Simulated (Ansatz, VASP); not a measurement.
CaS3: VASP beside Ansatz

Contents of INCAR:

```
  PREC = Accurate
  ENCUT = 600
  EDIFF = 1E-6
  ISMEAR = 0
  SIGMA = 0.1
  LREAL = F
  LASPH = T
  NELM = 60
  ALGO = Normal
  ISIF = 3
  LWAVE = F
  LCHARG = F
  GGA = PE
  IBRION = 2
  NSW = 90
  EDIFFG = -0.04
```

Contents of KPOINTS:

```
Automatic mesh
0
Gamma
  8 4 4
```

File POSCAR:

```
CaS3
1.0
    2.2266557400      0.0000000000      0.0000000000
    0.0000000000      3.7446049400      0.0000000000
    0.0000000000      0.0000000000      4.5403922300
Ca S
1 3
Direct
    0.5000000000      0.5000000000      0.5000000000
    0.0000000000      0.0000000000      0.2558544800
    0.0000000000      0.0000000000      0.7441455200
    0.0000000000      0.5000000000      0.0000000000
```

Input for Ansatz:

```yaml
crystal:
  lattice:
    - [2.22665574, 0.0, 0.0]
    - [0.0, 3.74460494, 0.0]
    - [0.0, 0.0, 4.54039223]
  atoms:
    - { symbol: Ca, position: [0.5, 0.5, 0.5] }
    - { symbol: S, position: [0.0, 0.0, 0.25585448] }
    - { symbol: S, position: [0.0, 0.0, 0.74414552] }
    - { symbol: S, position: [0.0, 0.5, 0.0] }
basis:
  ecutwfc: 420
kpoints:
  mp_grid: { grid: [8, 4, 4] }
hamiltonian:
  xc: pbe
scf:
  occupations: { method: gaussian, width: 0.1 }
  lower_state_search: "off"
output:
  forces: true
  stress: true
  eigenvalues: true
relax:
  adjacent_minimum: "off"
  f_tol: 0.04
  max_steps: 70
  cell: { stress_tol: 0.4 }
```

Alike in both runs: task relaxation of cell and atoms; functional PBE; k mesh 8 × 4 × 4; occupations gaussian, width 0.1 eV; no spin polarisation.

|  | VASP | Ansatz |
| --- | --- | --- |
| version | VASP 6.6.1 | Ansatz 0.2.0 |
| potentials or method | VASP PAW PBE potentials, release 64 (Ca_sv, S), cutoff 600 eV | scalar-relativistic, plane waves, PAW |
| valence electrons in the cell | 28 | 28 |

```csv
,VASP,Ansatz,Ansatz less VASP
"gap on the k mesh at the Fermi level, each at its own relaxed structure (eV)",none,none,-
relaxed volume (Å³/atom),22.03,22.30,+0.265
relaxed cell length with the largest relative difference (Å),3.650,3.701,+0.0509
```

A gap of «none» marks a metal or a gap that the smearing closes.

The k mesh is coarse, so the values compare programs but aren't converged. Noted on VASP's run: the volume moved by over 15 % at a fixed basis, so the end points are rough.
